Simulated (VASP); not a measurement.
Crystal: ZrB.

```
Zr B
1.0
     0.00000    2.30940    2.30940
     2.30940    0.00000    2.30940
     2.30940    2.30940    0.00000
Zr B
1 1
Direct
  0.00000 0.00000 0.00000
  0.50000 0.50000 0.50000
```

Base run:

```yaml
Program: VASP 6.6.1
Functional: PBEsol
Potentials_or_basis: VASP PAW PBE potentials, release 64 (Zr_sv, B)
Cutoff: 520 eV
k_mesh: 10 × 10 × 10
Occupations: fermi-dirac, width 0.05 eV
Spin: no spin polarisation
```

Its results: pressure 35.2 GPa.

**Question.** The run is repeated on the same cell with these changes: functional from PBEsol to r2SCAN. What comes out?

**Answer.** Pressure 42.7 GPa.

Caveats: the PAW data sets were made with another functional, which shifts forces and pressure a little.
